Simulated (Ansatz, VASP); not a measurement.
# TiO2: VASP beside Ansatz

```
Ti O
1.0
     4.55637    0.00000    0.00000
     0.00000    5.50918    0.00000
     0.00000    0.00000    4.94716
Ti O
4 8
Direct
  0.50000 0.66859 0.75000
  0.00000 0.83141 0.25000
  0.50000 0.33141 0.25000
  0.00000 0.16859 0.75000
  0.72759 0.61637 0.08095
  0.22759 0.88363 0.91905
  0.77241 0.88363 0.58095
  0.27241 0.61637 0.41905
  0.72759 0.38363 0.58095
  0.22759 0.11637 0.41905
  0.77241 0.11637 0.08095
  0.27241 0.38363 0.91905
```

Alike in both runs: functional r2SCAN; k mesh 6 × 4 × 6; occupations gaussian, width 0.02 eV; no spin polarisation; Hubbard terms Ti d U = 4.0 eV.

Ansatz relaxed the structure, and its values are those at the end. VASP's run is a single point on that final structure, the one shown.

|  | VASP | Ansatz |
| --- | --- | --- |
| version | VASP 6.6.1 | Ansatz 0.2.0 |
| potentials or method | VASP PAW PBE potentials, release 64 (Ti_sv, O), cutoff 520 eV | scalar-relativistic, plane waves, PAW |
| valence electrons in the cell | 96 | 96 |

```csv
,VASP,Ansatz,Ansatz less VASP
gap on the k mesh at the Fermi level (eV),3.48,3.39,-0.089
least direct gap on the mesh (eV),3.54,3.45,-0.091
pressure (GPa),5.8,0.0,-5.84
rms of the force components (eV/Å),0.122,0.000,-0.1216
```

VASP's potentials were made for PBE, not for r2SCAN. The programs project onto different local orbitals, so the same U acts differently, and such runs can settle in different states.
